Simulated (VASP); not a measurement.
K, 1 atom in the cell. Symmetry: Pm-3m, No. 221, cubic system. Conventional cell: a = 4.178 Å, b = 4.178 Å, c = 4.178 Å, α = 90.00°, β = 90.00°, γ = 90.00°. K (site symmetry m-3m) has 6 K at 4.18 Å within 5.5 Å. 

* Program: VASP 6.6.1
* Task: single point
* Functional: PBEsol
* Potentials or basis: VASP PAW PBE potentials, release 64 (K_sv)
* Cutoff: 520 eV
* k mesh: 6 × 6 × 6
* Occupations: methfessel-paxton, width 0.15 eV
* Spin: no spin polarisation
* Dipole correction: no
* Further INCAR settings: ALGO = Normal; EDIFF = 1e-06; NBANDS = 10

Potentials or basis: VASP PAW PBE potentials, release 64 (K_sv).

Run with:

```bash
$ cat potpaw_PBE.64/K_sv/POTCAR > POTCAR
$ mpirun -np 1 vasp_std > vasp.out
```

Hardware: 1 thread of Intel(R) Xeon(R) Platinum 8375C CPU @ 2.90GHz (Ice Lake), with other jobs on the host.

Question: Estimate the wall time of this run.

Answer: Run time: 6.9 s on 1 thread of Intel(R) Xeon(R) Platinum 8375C CPU @ 2.90GHz (Ice Lake), on a shared host, peak memory 0.17 GiB. Counts: scf iterations 11, k points 20.
